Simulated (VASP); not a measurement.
## Y: relaxation of cell and atoms with PBEsol

The system is Y.

```xyz
1
Lattice="0.0000 2.3714 2.3714 2.3714 0.0000 2.3714 2.3714 2.3714 0.0000" Properties=species:S:1:pos:R:3 pbc="T T T"
Y     0.0000    0.0000    0.0000
```

This isn't the form of Y at room conditions, which is hcp.

```
Program                : VASP 6.6.1
Task                   : relaxation of cell and atoms
Functional             : PBEsol
Potentials or basis    : VASP PAW PBE potentials, release 64 (Y_sv)
Cutoff                 : 600 eV
k mesh                 : 14 × 14 × 14
Occupations            : gaussian, width 0.1 eV
Spin                   : no spin polarisation
Target pressure        : 8 GPa
Dipole correction      : no
Further INCAR settings : ALGO = Normal; EDIFF = 1e-07; IBRION = 2; EDIFFG = -0.008; NSW = 70; ISIF = 3
```

The relaxed volume is 26.42 Å³/atom, the relaxed cell is a = 3.343 Å, b = 3.343 Å, c = 3.343 Å, α = 60.00°, β = 60.00°, γ = 60.00° and the space group after relaxing (to 0.1 Å) is Fm-3m (No. 225). The energy change on relaxing (the run minimises the enthalpy) is +12.1 meV/atom. The ionic steps are 3, the pressure after relaxing is 8.0 GPa and the band gap on the k mesh is zero (an odd number of electrons rules out a gap without spin polarisation).

The path:
```csv
step,energy change (eV),largest force (eV/Å),pressure (GPa),volume (Å³)
1,0.0000,0.0000,7.39,26.67
2,0.0191,0.0000,8.35,26.28
3,0.0121,0.0000,8.01,26.42
```

Final structure:
```yaml
crystal:
  lattice:
    - [0.00000, 2.36388, 2.36388]
    - [2.36388, 0.00000, 2.36388]
    - [2.36388, 2.36388, 0.00000]
  atoms:
    - { symbol: Y, position: [0.00000, 0.00000, 0.00000] }
```

Levels at points of the mesh, in eV from the Fermi level:
```tsv
k point	band 3	band 4	band 5	band 6	band 7	band 8
(0.00, 0.00, 0.00)	-21.62	-21.62	-5.01	1.99	1.99	1.99
(0.50, 0.00, 0.00)	-21.76	-21.76	-2.26	1.42	1.76	1.76
(0.50, 0.50, 0.00)	-22.01	-22.01	-2.29	-1.32	3.22	6.51
```

Run time: 42 s on 1 thread of Intel(R) Xeon(R) 6975P-C (Granite Rapids) (shared host), peak memory 0.21 GiB.

Caveat: the cell is relaxed towards a set pressure, so the run minimises the enthalpy, not the energy; the PAW data sets were made with another functional, which shifts forces and pressure a little.
